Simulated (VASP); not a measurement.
# SnSe2 (P1) in VASP: further runs

The runs below take SnSe2 through single point, with PBEsol.

Program: VASP 6.6.1. These are calculated values, not measurements. Logs are shortened: lines on timing, memory, paths and dates and some standing lists are left out, and cuts for length are marked.

**1. The cell of the first run**

The typed cell holds 3 atoms: a = 3.811 Å, b = 3.811 Å, c = 6.137 Å, α = 90.00°, β = 90.00°, γ = 120.00°.

**2. Single point, PBEsol (atom 2 (Se) moved by (+0.300, -0.300) A along [1 1 0] and z)**

The input, INCAR:

```
PREC = Accurate
ENCUT = 520
EDIFF = 1E-6
ISMEAR = 0
SIGMA = 0.05
LREAL = F
LASPH = T
NELM = 100
ALGO = Normal
ISIF = 2
LWAVE = F
LCHARG = T
GGA = PS
LELF = T
LVHAR = T
NBANDS = 20
```

The input, KPOINTS:

```
Automatic mesh
0
Gamma
  6 6 4
```

The input, POSCAR:

```
SnSe2
1.0
    3.8109987816      0.0000000000      0.0000000000
   -1.9054993908      3.3004217586      0.0000000000
    0.0000000000      0.0000000000      6.1370000000
Sn Se
1 2
Direct
    0.0000000000      0.0000000000      0.0000000000
    0.4211335507      0.7309408867      0.2011161805
    0.6666666667      0.3333333333      0.7500000000
```

Potentials or basis: VASP PAW PBE potentials, release 64 (Sn_d, Se).

Launch:

```console
$ cat potpaw_PBE.64/Sn_d/POTCAR potpaw_PBE.64/Se/POTCAR > POTCAR
$ mpirun -np 1 vasp_std > vasp.out
```

OUTCAR:

```text
PREC = Accurate
   ENCUT = 520
   EDIFF = 1E-6
   ISMEAR = 0
   LREAL = F
   LASPH = T
   NELM = 100
   ISIF = 2
   GGA = PS

 ion  position               nearest neighbor table
   1  0.000  0.000  0.000-   2 2.28   2 2.61   3 2.68   3 2.68   3 2.68   2 2.72
   2  0.421  0.731  0.201-   1 2.28   1 2.61   1 2.72
   3  0.667  0.333  0.750-   1 2.68   1 2.68   1 2.68

  LATTYP: Found a hexagonal cell.
 ALAT       =     3.8109987816
 C/A-ratio  =     1.6103390087

  Lattice vectors:

 A1 = (   3.8109987816,   0.0000000000,   0.0000000000)
 A2 = (  -1.9054993908,   3.3004217586,   0.0000000000)
 A3 = (   0.0000000000,   0.0000000000,   6.1370000000)

Analysis of symmetry for initial positions (statically):
=====================================================================
 Subroutine PRICEL returns:
 Original cell was already a primitive cell.

 Routine SETGRP: Setting up the symmetry group for a
 hexagonal supercell.

 Subroutine GETGRP returns: Found  1 space group operations
 (whereof  1 operations were pure point group operations)
 out of a pool of 24 trial point group operations.

The static configuration has the point symmetry C_1 .

Analysis of symmetry for dynamics (positions and initial velocities):
=====================================================================
 Subroutine PRICEL returns:
 Original cell was already a primitive cell.

 Routine SETGRP: Setting up the symmetry group for a
 hexagonal supercell.

 Subroutine GETGRP returns: Found  1 space group operations
 (whereof  1 operations were pure point group operations)
 out of a pool of 24 trial point group operations.

The dynamic configuration has the point symmetry C_1 .

 Subroutine INISYM returns: Found  1 space group operations
 (whereof  1 operations are pure point group operations),
 and found     1 'primitive' translations

----------------------------------------------------------------------------------------

                                     Primitive cell

  volume of cell :      77.1906

  direct lattice vectors                    reciprocal lattice vectors
     3.810998782  0.000000000  0.000000000     0.262398405  0.151495789  0.000000000
[... 80 lines left out ...]
   ISTART =      0    job   : 0-new  1-cont  2-samecut
   ICHARG =      2    charge: 1-file 2-atom 10-const
   ISPIN  =      1    spin polarized calculation?
   LNONCOLLINEAR =      F non collinear calculations
   LSORBIT =      F    spin-orbit coupling
   LASPH  =      T    aspherical Exc in radial PAW
   ENCUT  =  520.0 eV  38.22 Ry    6.18 a.u.   7.09  7.09 11.41*2*pi/ulx,y,z
   NELM   =    100;   NELMIN=  2; NELMDL= -5     # of ELM steps
   EDIFF  = 0.1E-05   stopping-criterion for ELM
   LREAL  =      F    real-space projection
   EDIFFG = 0.1E-04   stopping-criterion for IOM
   NSW    =      0    number of steps for IOM
   IBRION =     -1    ionic relax: 0-MD 1-quasi-New 2-CG
   NFREE  =      0    steps in history (QN), initial steepest desc. (CG)
   ISIF   =      2    stress and relaxation
   ISYM   =      2    0-nonsym 1-usesym 2-fastsym
   POTIM  = 0.5000    time-step for ionic-motion
   TEBEG  =    0.0;   TEEND  =   0.0 temperature during run
   PSTRESS=    0.0 pullay stress
   NELECT =      26.0000    total number of electrons
   NUPDOWN=      -1.0000    fix difference up-down
   EMIN   =  10.00;   EMAX   =-10.00  energy-range for DOS
   EFERMI =   0.00;   METHOD = LEGACY
   ISMEAR =     0;   SIGMA  =   0.05  broadening in eV -4-tet -1-fermi 0-gaus
   EFERMI_NEDOS =   21; number of points for ismear=-14 and -15
   IALGO  =     38    algorithm
   IMIX   =      4    mixing-type and parameters
     AMIX     =   0.40;   BMIX     =  1.00
     AMIX_MAG =   1.60;   BMIX_MAG =  1.00
  volume/ion in A,a.u.               =      25.73       173.64
  Fermi-wavevector in a.u.,A,eV,Ry     =   1.139054  2.152501 17.652812  1.297445
  Thomas-Fermi vector in A             =   2.275758
   LORBIT       =      0    0 simple, 1 ext, 2 COOP (PROOUT), +10 PAW based schemes
   GGA     = PS    functional components
   LHFCALC =     F    Hartree Fock is set to
   AEXX    =    0.0000 exact exchange contribution
   IVDW    =     0    specifies the selected vdW correction
   LEPSILON=     F    determine dielectric tensor
   LRPA    =     F    only Hartree local field effects (RPA)
 non-spin polarized calculation
 Gauss-broadening in eV      SIGMA  =   0.05
  energy-cutoff  :      520.00
  volume of cell :       77.19
 maximum number of plane-waves:      2109
   NGX = 15   NGY = 15   NGZ = 23

 number of electron      26.0000005 magnetization

 Free energy of the ion-electron system (eV)
  ---------------------------------------------------
  ext. energy  EPLUGINS =         0.00000000
  ---------------------------------------------------
  free energy    TOTEN  =       -11.87510929 eV

  energy without entropy =      -11.87510929  energy(sigma->0) =      -11.87510929

 E-fermi :   4.4418     XC(G=0):  -9.5007

 val. band max:        4.1691993109   @ k =   0.0000   0.0000   0.0000
 cond. band min:       4.7996628332   @ k =   0.0000   0.5000   0.2500
 fundamental gap:      0.6304635222
 Fermi energy:         4.4417900914

 k-point     1 :       0.0000    0.0000    0.0000
  band No.  band energies     occupation
      1     -17.4856      2.00000
      2     -17.3501      2.00000
      3     -17.3247      2.00000
      4     -17.2996      2.00000
      5     -17.2856      2.00000
      6     -10.7038      2.00000
[... 541 lines left out ...]
     19      12.1911      0.00000
     20      13.2460      0.00000

 [... further k-points ...]

------------------------ aborting loop because EDIFF is reached ----------------------------------------

  FORCE on cell =-STRESS in cart. coord.  units (eV):
  Direction    XX          YY          ZZ          XY          YZ          ZX
  --------------------------------------------------------------------------------------
  -------------------------------------------------------------------------------------
  Total        6.7829625      3.8745084      7.1628599      1.5479923     -2.6276914     -3.4975175
  in kB      140.7879943     80.4197668    148.6731908     32.1303161    -54.5406827    -72.5948983
  external PRESSURE =     123.2936506 kB  Pullay stress =       0.0000000 kB

 VOLUME and BASIS-vectors are now :
 -----------------------------------------------------------------------------
  energy-cutoff  :      520.00
  volume of cell :       77.19
      direct lattice vectors                 reciprocal lattice vectors
     3.810998782  0.000000000  0.000000000     0.262398405  0.151495789  0.000000000
    -1.905499391  3.300421759  0.000000000     0.000000000  0.302991579  0.000000000
     0.000000000  0.000000000  6.137000000     0.000000000  0.000000000  0.162946065

 POSITION                                       TOTAL-FORCE (eV/Angst)
 -----------------------------------------------------------------------------------
      0.00000      0.00000      0.00000         2.747481      1.732983     -3.618394
      0.21213      2.41241      1.23425        -2.830408     -1.955484      4.627580
      1.90550      1.10014      4.60275         0.082927      0.222501     -1.009186
 -----------------------------------------------------------------------------------
    total drift:                                0.000007      0.000057     -0.000267

  FREE ENERGIE OF THE ION-ELECTRON SYSTEM (eV)
  ---------------------------------------------------
  free  energy   TOTEN  =       -11.8751092946 eV

  energy  without entropy=      -11.8751092946  energy(sigma->0) =      -11.87510929
```

Wall time 99 s (1 thread of Intel Xeon Platinum 8259CL at 2.50GHz (Skylake/Cascade Lake), shared host); peak memory 0.26 GiB.

What came out:

- Free energy: -11.8751 eV
- Pressure: 12.3 GPa
- Largest force: 5.766 eV/Å
- Band gap on the k mesh: 0.63 eV, indirect (least direct gap 0.77 eV)

Forces in eV/Å, atoms in the order of the input:
```
Sn   2.747  1.733 -3.618
Se  -2.830 -1.955  4.628
Se   0.083  0.223 -1.009
```

Stress tensor (GPa, compression positive):
```
14.08  3.21 -7.26
 3.21  8.04 -5.45
-7.26 -5.45 14.87
```

Levels at points of the mesh, in eV from the valence-band top:
```tsv
k point	band 9	band 10	band 11	band 12	band 13	band 14	band 15	band 16	band 17	band 18
(0.00, 0.00, 0.00)	-2.28	-1.05	-0.50	-0.35	0.00	0.77	2.49	3.58	5.23	7.34
(0.50, 0.00, 0.00)	-4.70	-3.41	-3.18	-0.48	-0.35	0.93	3.74	5.19	6.01	8.96
(0.00, 0.50, 0.00)	-5.08	-3.68	-2.40	-1.29	-0.65	0.77	3.40	6.19	6.30	7.59
(0.50, 0.50, 0.00)	-4.99	-3.54	-2.55	-1.11	-0.68	0.96	3.32	5.99	6.39	7.98
(0.00, 0.00, 0.50)	-2.33	-1.67	-1.00	-0.52	-0.31	1.45	2.79	3.44	4.98	7.88
(0.50, 0.00, 0.50)	-4.97	-3.31	-2.52	-1.02	-0.58	1.49	4.35	5.62	5.81	6.78
(0.00, 0.50, 0.50)	-5.37	-3.61	-1.72	-1.13	-0.47	0.64	3.50	5.04	6.09	7.11
(0.50, 0.50, 0.50)	-5.28	-3.45	-1.87	-1.27	-0.38	0.90	3.48	5.25	5.98	7.35
```

Caveat: the cell differs from its parent crystal (atom 2 (Se) moved by (+0.300, -0.300) A along [1 1 0] and z); the PAW data sets were made with another functional, which shifts forces and pressure a little; spin-orbit coupling is left out, which moves the levels of the heavy elements. A k mesh can miss the band edges.

**3. Single point, PBEsol (atom 2 (Se) moved by (+0.300, +0.000) A along [1 1 0] and z)**

The input, INCAR:

```
SYSTEM = SnSe2
PREC = Accurate
ENCUT = 520
EDIFF = 1E-7
ISMEAR = 0
SIGMA = 0.05
LREAL = .FALSE.
LASPH = .TRUE.
NELM = 80
ALGO = Normal
ISIF = 2
LWAVE = .FALSE.
LCHARG = .TRUE.
GGA = PS
LELF = .TRUE.
LVHAR = .TRUE.
NBANDS = 20
```

The input, KPOINTS:

```
regular mesh
0
G
  6 6 4
  0 0 0
```

POSCAR: that of step 2 with these lines changed.

```diff
@@ -9,3 +9,3 @@
     0.0000000000      0.0000000000      0.0000000000
-    0.4211335507      0.7309408867      0.2011161805
+    0.4211335507      0.7309408867      0.2500000000
     0.6666666667      0.3333333333      0.7500000000
```

Potentials or basis: VASP PAW PBE potentials, release 64 (Sn_d, Se).

Launch:

```console
$ cat potpaw_PBE.64/Sn_d/POTCAR potpaw_PBE.64/Se/POTCAR > POTCAR
$ mpirun -np 1 vasp_std > vasp.out
```

OUTCAR:

```text
SYSTEM = SnSe2
   PREC = Accurate
   ENCUT = 520
   EDIFF = 1E-7
   ISMEAR = 0
   LREAL = .FALSE.
   LASPH = .TRUE.
   NELM = 80
   ISIF = 2
   GGA = PS

 ion  position               nearest neighbor table
   1  0.000  0.000  0.000-   2 2.45   3 2.68   3 2.68   3 2.68   2 2.76   2 2.87
   2  0.421  0.731  0.250-   1 2.45   1 2.76   1 2.87
   3  0.667  0.333  0.750-   1 2.68   1 2.68   1 2.68

  LATTYP: Found a hexagonal cell.
 ALAT       =     3.8109987816
 C/A-ratio  =     1.6103390087

  Lattice vectors:
[... 743 lines left out ...]

  FORCE on cell =-STRESS in cart. coord.  units (eV):
  Direction    XX          YY          ZZ          XY          YZ          ZX
  --------------------------------------------------------------------------------------
  -------------------------------------------------------------------------------------
  Total        1.6705500      0.9998298      2.7853508      0.4093792     -1.3197730     -1.8147528
  in kB       34.6741381     20.7525891     57.8130808      8.4971238    -27.3933689    -37.6672306
  external PRESSURE =      37.7466027 kB  Pullay stress =       0.0000000 kB

 VOLUME and BASIS-vectors are now :
 -----------------------------------------------------------------------------
  energy-cutoff  :      520.00
  volume of cell :       77.19
      direct lattice vectors                 reciprocal lattice vectors
     3.810998782  0.000000000  0.000000000     0.262398405  0.151495789  0.000000000
    -1.905499391  3.300421759  0.000000000     0.000000000  0.302991579  0.000000000
     0.000000000  0.000000000  6.137000000     0.000000000  0.000000000  0.162946065

 POSITION                                       TOTAL-FORCE (eV/Angst)
 -----------------------------------------------------------------------------------
      0.00000      0.00000      0.00000         1.148826      0.699095     -0.616304
      0.21213      2.41241      1.53425        -1.232233     -0.855430      1.159712
      1.90550      1.10014      4.60275         0.083407      0.156335     -0.543409
 -----------------------------------------------------------------------------------
    total drift:                               -0.000006      0.000043      0.000022

  FREE ENERGIE OF THE ION-ELECTRON SYSTEM (eV)
  ---------------------------------------------------
  free  energy   TOTEN  =       -12.7349811778 eV

  energy  without entropy=      -12.7349811778  energy(sigma->0) =      -12.73498118
```

stdout:

```text
POSCAR found type information on POSCAR SnSe
 POSCAR found :  2 types and       3 ions
 scaLAPACK will be used
 -----------------------------------------------------------------------------
|                                                                             |
|                                                                             |
|     You enforced a specific xc type in the INCAR file but a different       |
|     I HOPE YOU KNOW WHAT YOU ARE DOING!                                     |
|                                                                             |
 -----------------------------------------------------------------------------

 LDA part: xc-table for (Slater+PW92), standard interpolation
 POSCAR, INCAR and KPOINTS ok, starting setup
 FFT: planning ... GRIDC
 FFT: planning ... GRID_SOFT
 FFT: planning ... GRID
 WAVECAR not read
 entering main loop
```

Run time: 1.9 min. Hardware: 1 thread of Intel Xeon Platinum 8259CL at 2.50GHz (Skylake/Cascade Lake), shared host; peak memory 0.26 GiB.

Results:

- Free energy: -12.7350 eV
- Pressure: 3.8 GPa
- Largest force: 1.896 eV/Å
- Band gap on the k mesh: 0.44 eV, indirect (least direct gap 0.89 eV)

Forces on the atoms (eV/Å):
```
Sn   1.149  0.699 -0.616
Se  -1.232 -0.855  1.160
Se   0.083  0.156 -0.543
```

Stress tensor (GPa, compression positive):
```
 3.47  0.85 -3.77
 0.85  2.08 -2.74
-3.77 -2.74  5.78
```

Caveat: the cell differs from its parent crystal (atom 2 (Se) moved by (+0.300, +0.000) A along [1 1 0] and z); the PAW data sets were made with another functional, which shifts forces and pressure a little; spin-orbit coupling is left out, which moves the levels of the heavy elements. A k mesh can miss the band edges.

[end of part 1 of 2]
